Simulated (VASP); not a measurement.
# Al15Au8 (a cell with a defect) in VASP: a series of runs

Al15Au8 (a cell with a defect) is run at these levels: PBE; tasks: single point.

Program: VASP 6.6.1. These are calculated values, not measurements. Logs are shortened: lines on timing, memory, paths and dates and some standing lists are left out, and cuts for length are marked.

## (1) The cell of the first run

The cell holds a defect, 23 atoms: a = 8.488 Å, b = 8.488 Å, c = 8.488 Å, α = 60.00°, β = 60.00°, γ = 60.00°.

## (2) Single point, PBE

INCAR reads:

```
SYSTEM = Al15Au8
ALGO     = Normal         ! electronic algorithm
EDIFF    = 1E-6           ! SCF threshold, eV
ENCUT    = 520            ! plane-wave cutoff, eV
GGA      = PE             ! functional
ISIF     = 2              ! what is computed and relaxed
ISMEAR   = -1             ! smearing method
LASPH    = .TRUE.         ! aspherical terms in the spheres
LCHARG   = .FALSE.        ! write CHGCAR
LREAL    = Auto         
LWAVE    = .FALSE.        ! write WAVECAR
NBANDS   = 84             ! bands
NELM     = 80             ! most SCF steps
PREC     = Accurate       ! precision mode
SIGMA    = 0.05           ! smearing width, eV
```

KPOINTS reads:

```
k-points
0
G
  2 2 2
  0 0 0
```

POSCAR reads:

```
Al15Au8
1.0
    0.0000000000      6.0019200000      6.0019200000
    6.0019200000      0.0000000000      6.0019200000
    6.0019200000      6.0019200000      0.0000000000
Au Al
8 15
Direct
    0.0001987697     -0.0013440699     -0.0003119002
    0.0041650005     -0.0013089145      0.4976917386
    0.0002121821      0.5006637043     -0.0003248127
    0.0001828582      0.5007016921      0.4976473362
    0.4982084066     -0.0013389049      0.0036686594
    0.4981767501     -0.0013010837      0.4976689126
    0.4981537575      0.5006856139     -0.0003347262
    0.4981819151      0.5047144914      0.4976392554
    0.1240374747      0.1258239030      0.1235198070
    0.3830629199      0.3668177850      0.3825434194
    0.1240130658      0.1258549764      0.6248466324
    0.3830959926      0.3667770480      0.8657505432
    0.1246789361      0.6251727780      0.1241719316
    0.3746592757      0.8752135983      0.3741690992
    0.1240133157      0.6245243189      0.6248342197
    0.3830730833      0.8835652591      0.8657847822
    0.6253587185      0.1258378985      0.1235058115
    0.8662963685      0.3668150359      0.3825475015
    0.8746849342      0.3751814419      0.8741672665
    0.6253715478      0.6245016595      0.1234788201
    0.8662939526      0.8835767554      0.3825564153
    0.6253436400      0.6245365650      0.6248211406
    0.8663269420      0.8835364350      0.8658149392
```

Potentials or basis: VASP PAW PBE potentials, release 64 (Au, Al).

Command:

```sh
$ cat potpaw_PBE.64/Au/POTCAR potpaw_PBE.64/Al/POTCAR > POTCAR
$ mpirun -np 1 vasp_std > vasp.out
```

OUTCAR:

```text
SYSTEM = Al15Au8
   EDIFF = 1E-6
   ENCUT = 520
   GGA = PE
   ISIF = 2
   ISMEAR = -1
   LASPH = .TRUE.
   LREAL = Auto
   NELM = 80
   PREC = Accurate

 ion  position               nearest neighbor table
   1  0.000  0.999  1.000-  13 2.59   9 2.60  17 2.60  11 2.60  19 2.61  23 2.66  21 2.66  16 2.66

   2  0.004  0.999  0.498-  21 2.55  23 2.55  18 2.55  14 2.57  15 2.59  11 2.59   9 2.59
   3  0.000  0.501  1.000-  13 2.59   9 2.60  20 2.60  15 2.60  19 2.61  23 2.66  18 2.66  12 2.66

   4  0.000  0.501  0.498-  13 2.59  22 2.60  15 2.60  11 2.60  19 2.61  18 2.66  21 2.66  10 2.66

   5  0.498  0.999  0.004-  16 2.55  23 2.55  12 2.55  14 2.57  20 2.59  17 2.59   9 2.59
   6  0.498  0.999  0.498-  16 2.55  21 2.55  10 2.55  14 2.57  22 2.59  17 2.59  11 2.59
   7  0.498  0.501  1.000-  13 2.59  22 2.60  20 2.60  17 2.60  19 2.61  10 2.66  16 2.66  12 2.66
[... 15 lines left out ...]
                            12 3.00  14 3.01
  16  0.383  0.884  0.866-   5 2.55   6 2.55   1 2.66   7 2.66  22 3.00  20 3.00   9 3.00  11 3.00
                            13 3.10
  17  0.625  0.126  0.124-   6 2.59   5 2.59   1 2.60   7 2.60  19 2.99  21 3.00  23 3.00  10 3.00
                            12 3.00  14 3.01
  18  0.866  0.367  0.383-   8 2.55   2 2.55   3 2.66   4 2.66  20 3.00  22 3.00  11 3.00   9 3.00
                            13 3.10
  19  0.875  0.375  0.874-   3 2.61   4 2.61   1 2.61   7 2.61  20 2.99  11 2.99  17 2.99  15 2.99
                            22 2.99   9 2.99
  20  0.625  0.625  0.123-   5 2.59   8 2.59   3 2.60   7 2.60  19 2.99  23 3.00  10 3.00  16 3.00
                            18 3.00  14 3.01
  21  0.866  0.884  0.383-   6 2.55   2 2.55   1 2.66   4 2.66  17 3.00  22 3.00   9 3.00  15 3.00
                            13 3.10
  22  0.625  0.625  0.625-   6 2.59   8 2.59   4 2.60   7 2.60  19 2.99  21 3.00  16 3.00  18 3.00
                            12 3.00  14 3.01
  23  0.866  0.884  0.866-   5 2.55   2 2.55   1 2.66   3 2.66  20 3.00  15 3.00  17 3.00  11 3.00
                            13 3.10

  LATTYP: Found a face centered cubic cell.
 ALAT       =    12.0038400000

  Lattice vectors:

 A1 = (   0.0000000000,   6.0019200000,   6.0019200000)
 A2 = (   6.0019200000,   0.0000000000,   6.0019200000)
 A3 = (   6.0019200000,   6.0019200000,   0.0000000000)

Analysis of symmetry for initial positions (statically):
=====================================================================
 Subroutine PRICEL returns:
 Original cell was already a primitive cell.

 Routine SETGRP: Setting up the symmetry group for a
 face centered cubic supercell.

 Subroutine GETGRP returns: Found  1 space group operations
 (whereof  1 operations were pure point group operations)
 out of a pool of 48 trial point group operations.

The static configuration has the point symmetry C_1 .

Analysis of symmetry for dynamics (positions and initial velocities):
=====================================================================
 Subroutine PRICEL returns:
 Original cell was already a primitive cell.

 Routine SETGRP: Setting up the symmetry group for a
 face centered cubic supercell.

 Subroutine GETGRP returns: Found  1 space group operations
 (whereof  1 operations were pure point group operations)
 out of a pool of 48 trial point group operations.

The dynamic configuration has the point symmetry C_1 .

 Subroutine INISYM returns: Found  1 space group operations
 (whereof  1 operations are pure point group operations),
 and found     1 'primitive' translations

----------------------------------------------------------------------------------------

                                     Primitive cell

  volume of cell :     432.4149

  direct lattice vectors                    reciprocal lattice vectors
     0.000000000  6.001920000  6.001920000    -0.083306675  0.083306675  0.083306675
     6.001920000  0.000000000  6.001920000     0.083306675 -0.083306675  0.083306675
     6.001920000  6.001920000  0.000000000     0.083306675  0.083306675 -0.083306675

  length of vectors
     8.487996664  8.487996664  8.487996664     0.144291394  0.144291394  0.144291394

  position of ions in fractional coordinates (direct lattice)
     0.000198770  0.998655930  0.999688100
     0.004165001  0.998691085  0.497691739
     0.000212182  0.500663704  0.999675187
     0.000182858  0.500701692  0.497647336
     0.498208407  0.998661095  0.003668659
     0.498176750  0.998698916  0.497668913
[... 15 lines left out ...]
     0.625343640  0.624536565  0.624821141
     0.866326942  0.883536435  0.865814939

  ion indices of the primitive-cell ions
   primitive index   ion index
                 1           1
                 2           2
                 3           3
                 4           4
                 5           5
                 6           6
[... 15 lines left out ...]
                22          22
                23          23

----------------------------------------------------------------------------------------

 KPOINTS: k-points

Automatic generation of k-mesh.
 Grid dimensions read from file:
 generate k-points for:    2    2    2

 Generating k-lattice:

  Cartesian coordinates                     Fractional coordinates (reciprocal lattice)
    -0.041653338  0.041653338  0.041653338     0.500000000  0.000000000  0.000000000
     0.041653338 -0.041653338  0.041653338     0.000000000  0.500000000  0.000000000
     0.041653338  0.041653338 -0.041653338     0.000000000  0.000000000  0.500000000

  Length of vectors
     0.072145697  0.072145697  0.072145697

  Shift w.r.t. Gamma in fractional coordinates (k-lattice)
     0.000000000  0.000000000  0.000000000

 Subroutine IBZKPT returns following result:
 ===========================================

 Found      8 irreducible k-points:

 Following reciprocal coordinates:
            Coordinates               Weight
  0.000000  0.000000  0.000000      1.000000
  0.500000  0.000000  0.000000      1.000000
  0.000000  0.500000  0.000000      1.000000
  0.000000  0.000000  0.500000      1.000000
  0.500000  0.500000  0.500000      1.000000
  0.500000  0.500000  0.000000      1.000000
  0.000000  0.500000  0.500000      1.000000
  0.500000  0.000000  0.500000      1.000000
   k-points           NKPTS =      8   k-points in BZ     NKDIM =      8   number of bands    NBANDS=     84
   number of dos      NEDOS =    301   number of ions     NIONS =     23
   total plane-waves  NPLWV = 262144
   dimension x,y,z NGX =    64 NGY =   64 NGZ =   64
   dimension x,y,z NGXF=   128 NGYF=  128 NGZF=  128
   ions per type =               8  15
   NGX,Y,Z   is equivalent  to a cutoff of  12.54, 12.54, 12.54 a.u.
   NGXF,Y,Z  is equivalent  to a cutoff of  25.07, 25.07, 25.07 a.u.
 SYSTEM =  Al15Au8
   PREC   = accura    normal or accurate (medium, high low for compatibility)
   ISTART =      0    job   : 0-new  1-cont  2-samecut
   ICHARG =      2    charge: 1-file 2-atom 10-const
   ISPIN  =      1    spin polarized calculation?
   LNONCOLLINEAR =      F non collinear calculations
   LSORBIT =      F    spin-orbit coupling
   LASPH  =      T    aspherical Exc in radial PAW
   ENCUT  =  520.0 eV  38.22 Ry    6.18 a.u.  15.78 15.78 15.78*2*pi/ulx,y,z
   NELM   =     80;   NELMIN=  2; NELMDL= -5     # of ELM steps
   EDIFF  = 0.1E-05   stopping-criterion for ELM
   LREAL  =      T    real-space projection
   EDIFFG = 0.1E-04   stopping-criterion for IOM
   NSW    =      0    number of steps for IOM
[... 5 lines left out ...]
   TEBEG  =    0.0;   TEEND  =   0.0 temperature during run
   PSTRESS=    0.0 pullay stress
   NELECT =     133.0000    total number of electrons
   NUPDOWN=      -1.0000    fix difference up-down
   EMIN   =  10.00;   EMAX   =-10.00  energy-range for DOS
   EFERMI =   0.00;   METHOD = LEGACY
   ISMEAR =    -1;   SIGMA  =   0.05  broadening in eV -4-tet -1-fermi 0-gaus
   EFERMI_NEDOS =   21; number of points for ismear=-14 and -15
   IALGO  =     38    algorithm
   IMIX   =      4    mixing-type and parameters
     AMIX     =   0.40;   BMIX     =  1.00
     AMIX_MAG =   1.60;   BMIX_MAG =  1.00
  volume/ion in A,a.u.               =      18.80       126.87
  Fermi-wavevector in a.u.,A,eV,Ry     =   1.105075  2.088289 16.615316  1.221191
  Thomas-Fermi vector in A             =   2.241557
   LORBIT       =      0    0 simple, 1 ext, 2 COOP (PROOUT), +10 PAW based schemes
   GGA     = PE    functional components
   LHFCALC =     F    Hartree Fock is set to
   AEXX    =    0.0000 exact exchange contribution
   IVDW    =     0    specifies the selected vdW correction
   LEPSILON=     F    determine dielectric tensor
   LRPA    =     F    only Hartree local field effects (RPA)
 non-spin polarized calculation
  energy-cutoff  :      520.00
  volume of cell :      432.41
 maximum number of plane-waves:     11702
 NGX is ok and might be reduce to    64
   NGX = 31   NGY = 31   NGZ = 31

 number of electron     133.0000006 magnetization

 Free energy of the ion-electron system (eV)
  ---------------------------------------------------
  ext. energy  EPLUGINS =         0.00000000
  ---------------------------------------------------
  free energy    TOTEN  =       -91.30796417 eV

  energy without entropy =      -91.24913095  energy(sigma->0) =      -91.27854756

 E-fermi :   7.2166     XC(G=0): -10.3360

 val. band max:        7.0377070026   @ k =   0.5000   0.0000   0.0000
 cond. band min:       7.2796379178   @ k =   0.5000   0.5000   0.0000
 fundamental gap:      0.2419309151
 Fermi energy:         7.2165761118

 k-point     1 :       0.0000    0.0000    0.0000
  band No.  band energies     occupation
      1      -3.0515      2.00000
      2      -1.1003      2.00000
      3      -1.1003      2.00000
      4      -1.1002      2.00000
      5      -0.8515      2.00000
      6       0.0898      2.00000
[... 637 lines left out ...]
     77      10.1684      0.00000
     78      10.2607      0.00000
 [bands above 78 left out]

------------------------ aborting loop because EDIFF is reached ----------------------------------------

  FORCE on cell =-STRESS in cart. coord.  units (eV):
  Direction    XX          YY          ZZ          XY          YZ          ZX
  --------------------------------------------------------------------------------------
  -------------------------------------------------------------------------------------
  Total        5.0563539      5.0638174      5.0578451      0.0044902      0.0016982      0.0021834
  in kB       18.7347302     18.7623839     18.7402552      0.0166370      0.0062922      0.0080900
  external PRESSURE =      18.7457898 kB  Pullay stress =       0.0000000 kB

 VOLUME and BASIS-vectors are now :
 -----------------------------------------------------------------------------
  energy-cutoff  :      520.00
  volume of cell :      432.41
      direct lattice vectors                 reciprocal lattice vectors
     0.000000000  6.001920000  6.001920000    -0.083306675  0.083306675  0.083306675
     6.001920000  0.000000000  6.001920000     0.083306675 -0.083306675  0.083306675
     6.001920000  6.001920000  0.000000000     0.083306675  0.083306675 -0.083306675

 POSITION                                       TOTAL-FORCE (eV/Angst)
 -----------------------------------------------------------------------------------
     11.99390      6.00124      5.99505         0.001677     -0.000254      0.001202
      8.98117      3.01210      6.01906        -0.003659      0.004058      0.003852
      9.00491      6.00124      3.00622        -0.000775     -0.000099     -0.001223
      5.99201      2.98794      3.00627         0.000686      0.001771     -0.000371
      6.01590      3.01223      8.98409         0.003483      0.003865     -0.002978
      8.98108      5.97699      8.98413        -0.004504     -0.004848     -0.004494
[... 15 lines left out ...]
      7.49855      7.50339      7.50168        -0.002381      0.001124     -0.001516
     10.49947     10.39618     10.50254        -0.000947     -0.007887     -0.000253
 -----------------------------------------------------------------------------------
    total drift:                                0.001746     -0.004773      0.000981

  FREE ENERGIE OF THE ION-ELECTRON SYSTEM (eV)
  ---------------------------------------------------
  free  energy   TOTEN  =       -91.3079641714 eV

  energy  without entropy=      -91.2491309546  energy(sigma->0) =      -91.27854756
```

It took 8.6 min on 1 thread of Oxide Virtual Turin-like, shared host; peak memory 0.6 GiB.

Results:

```
Free energy            : -91.3080 eV
Pressure               : 1.9 GPa
Largest force          : 0.008 eV/Å
Band gap on the k mesh : zero (an odd number of electrons rules out a gap without spin polarisation)
```

Forces in eV/Å, atoms in the order of the input:
```
Au   0.002  0.000  0.001
Au  -0.004  0.004  0.004
Au  -0.001  0.000 -0.001
Au   0.001  0.002  0.000
Au   0.003  0.004 -0.003
Au  -0.005 -0.005 -0.004
Au  -0.001  0.002  0.001
Au   0.004 -0.004  0.004
Al   0.000  0.005  0.000
Al   0.003  0.003  0.000
Al  -0.001  0.001  0.000
Al  -0.006 -0.001  0.000
Al   0.000  0.001  0.001
Al  -0.001  0.002  0.000
Al   0.000  0.002  0.002
Al  -0.001 -0.003  0.005
Al   0.000  0.001 -0.001
Al  -0.001 -0.002 -0.005
Al   0.000  0.001  0.000
Al   0.004  0.001  0.000
Al   0.006 -0.004 -0.001
Al  -0.002  0.001 -0.002
Al  -0.001 -0.008  0.000
```

Levels at points of the mesh, in eV from the Fermi level:
```
           k point  band 65  band 66  band 67  band 68  band 69  band 70
(0.00, 0.00, 0.00)     0.70     0.70     1.15     1.15     1.15     1.43
(0.50, 0.00, 0.00)    -0.80    -0.80    -0.18    -0.18     1.58     1.58
(0.00, 0.50, 0.00)    -0.80    -0.80    -0.18    -0.18     1.58     1.58
(0.00, 0.00, 0.50)    -0.80    -0.80    -0.18    -0.18     1.58     1.58
(0.50, 0.50, 0.50)    -0.80    -0.80    -0.18    -0.18     1.58     1.58
(0.50, 0.50, 0.00)    -0.20    -0.20     0.06     0.06     0.50     0.72
(0.00, 0.50, 0.50)    -0.20    -0.20     0.06     0.06     0.50     0.72
(0.50, 0.00, 0.50)    -0.20    -0.20     0.06     0.06     0.50     0.72
```

Caveat: the k points lie up to 0.45 Å⁻¹ apart, too coarse for converged energies and pressures of a metal; spin-orbit coupling is left out, which moves the levels of the heavy elements.

## (3) Single point, PBE

INCAR reads:

```
SYSTEM = Al15Au8
PREC     = Accurate       ! precision mode
ENCUT    = 520            ! plane-wave cutoff, eV
EDIFF    = 1E-6           ! SCF threshold, eV
ISMEAR   = -1             ! smearing method
SIGMA    = 0.05           ! smearing width, eV
LREAL    = Auto         
LASPH    = .True.         ! aspherical terms in the spheres
NELM     = 80             ! most SCF steps
ALGO     = Normal         ! electronic algorithm
ISIF     = 2              ! what is computed and relaxed
LWAVE    = .False.        ! write WAVECAR
LCHARG   = .False.        ! write CHGCAR
GGA      = PE             ! functional
NBANDS   = 84             ! bands
```

KPOINTS reads:

```
regular mesh
0
Gamma
  2 2 2
  0 0 0
```

POSCAR reads:

```
Al15Au8
1.0
    0.0000000000      6.0019200000      6.0019200000
    6.0019200000      0.0000000000      6.0019200000
    6.0019200000      6.0019200000      0.0000000000
Au Al
8 15
Direct
   -0.0046538441      0.0016228140      0.0006129705
   -0.0006028904      0.0016308948      0.4985797045
   -0.0005834800      0.4995639729      0.0006522913
   -0.0006144700      0.4996069591      0.4986046132
    0.5014328748      0.0015886583      0.0006246335
    0.5013854733      0.0016220643      0.4946198050
    0.5014063833      0.4955852461      0.0006492922
    0.5014298758      0.4995826336      0.4986274392
    0.1333080914      0.1166885763      0.1157052243
    0.3742219990      0.3757790007      0.3748078115
    0.1332656050      0.1167283969      0.6324843550
    0.3742503232      0.3757615063      0.8734532450
    0.1332847655      0.6335000300      0.1157203861
    0.3742411595      0.8744282663      0.3747898173
    0.1249072797      0.6251025505      0.6241220310
    0.6165304603      1.1167175670      0.6324993502
    0.6248695417      0.1251079655      0.1241409416
    0.8748986158      0.3751062160      0.3741213645
    0.8755611538      0.3757937460      0.8734411655
    0.6165412901      0.6334708727      0.1157482106
    0.8755499907      0.8744430116      0.3747835693
    0.6164858079      0.6335070278      0.6325318398
    0.8755909776      0.8744106886      0.8734211719
```

Potentials or basis: VASP PAW PBE potentials, release 64 (Au, Al).

Command:

```sh
$ cat potpaw_PBE.64/Au/POTCAR potpaw_PBE.64/Al/POTCAR > POTCAR
$ mpirun -np 1 vasp_std > vasp.out
```

Wall time 14 min (1 thread of Oxide Virtual Turin-like, shared host); peak memory 0.6 GiB.

The run converged. Its results:

* Free energy: -91.3080 eV
* Pressure: 1.9 GPa
* Largest force: 0.007 eV/Å
* Band gap on the k mesh: zero (an odd number of electrons rules out a gap without spin polarisation)

Forces on the atoms (eV/Å):
```
Au   0.003 -0.003 -0.003
Au   0.000  0.003 -0.001
Au   0.000 -0.001  0.002
Au   0.002  0.001  0.000
Au   0.003  0.003  0.002
Au  -0.004 -0.004  0.004
Au  -0.004  0.003 -0.003
Au   0.003 -0.001  0.000
Al  -0.006 -0.001  0.000
Al   0.000  0.000  0.000
Al   0.000  0.003  0.000
Al   0.001  0.005  0.000
Al  -0.002 -0.002  0.005
Al   0.000  0.001  0.001
Al   0.000  0.000  0.000
Al  -0.002 -0.002 -0.005
Al   0.000  0.001  0.001
Al   0.000  0.000  0.000
Al   0.000  0.002 -0.002
Al  -0.002 -0.006  0.000
Al  -0.001  0.001  0.000
Al   0.005 -0.004  0.000
Al   0.005  0.000  0.000
```

Levels at points of the mesh, in eV from the Fermi level:
| k point | band 63 | band 64 | band 65 | band 66 | band 67 | band 68 | band 69 | band 70 | band 71 | band 72 |
| --- | --- | --- | --- | --- | --- | --- | --- | --- | --- | --- |
| (0.00, 0.00, 0.00) | 0.48 | 0.48 | 0.70 | 0.70 | 1.15 | 1.15 | 1.15 | 1.43 | 1.43 | 1.80 |
| (0.50, 0.00, 0.00) | -0.87 | -0.80 | -0.80 | -0.80 | -0.18 | -0.18 | 1.58 | 1.58 | 1.96 | 1.96 |
| (0.00, 0.50, 0.00) | -0.87 | -0.80 | -0.80 | -0.80 | -0.18 | -0.18 | 1.58 | 1.58 | 1.96 | 1.96 |
| (0.00, 0.00, 0.50) | -0.87 | -0.80 | -0.80 | -0.80 | -0.18 | -0.18 | 1.58 | 1.58 | 1.96 | 1.96 |
| (0.50, 0.50, 0.50) | -0.87 | -0.80 | -0.80 | -0.80 | -0.18 | -0.18 | 1.58 | 1.58 | 1.96 | 1.96 |
| (0.50, 0.50, 0.00) | -0.54 | -0.40 | -0.20 | -0.20 | 0.06 | 0.06 | 0.50 | 0.72 | 1.15 | 1.15 |
| (0.00, 0.50, 0.50) | -0.54 | -0.40 | -0.20 | -0.20 | 0.06 | 0.06 | 0.50 | 0.72 | 1.15 | 1.15 |
| (0.50, 0.00, 0.50) | -0.54 | -0.40 | -0.20 | -0.20 | 0.06 | 0.06 | 0.50 | 0.72 | 1.15 | 1.15 |

Caveat: the k points lie up to 0.45 Å⁻¹ apart, too coarse for converged energies and pressures of a metal; spin-orbit coupling is left out, which moves the levels of the heavy elements.

The gap in the log of VASP goes by the Fermi energy; the results here count the filled bands.